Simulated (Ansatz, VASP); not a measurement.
**Al5H: VASP beside Ansatz**

```
Al H
1.0
     0.00000    3.72910    3.72910
     3.72910    0.00000    3.72910
     3.72910    3.72910    0.00000
Al H
5 1
Direct
  0.75000 0.75000 0.75000
  0.37455 0.37455 0.87635
  0.37455 0.87635 0.37455
  0.37455 0.37455 0.37455
  0.87635 0.37455 0.37455
  0.00000 0.00000 0.00000
```

Change from the starting cell: species swapped into the ZrNi5 type (F-43m, No. 216).

Alike in both runs: functional PBE; k mesh 10 × 10 × 10; occupations gaussian, width 0.1 eV; no spin polarisation.

Ansatz relaxed the structure, and its values are those at the end. VASP's run is a single point on that final structure, the one shown.

|  | VASP | Ansatz |
| --- | --- | --- |
| version | VASP 6.6.1 | Ansatz 0.2.0 |
| potentials or method | VASP PAW PBE potentials, release 64 (Al, H), cutoff 520 eV | scalar-relativistic, plane waves, PAW |
| valence electrons in the cell | 16 | 16 |

```csv
,VASP,Ansatz,Ansatz less VASP
gap on the k mesh at the Fermi level (eV),none,none,-
pressure (GPa),0.0,0.0,+0.03
```

A gap of «none» marks a metal or a gap that the smearing closes.
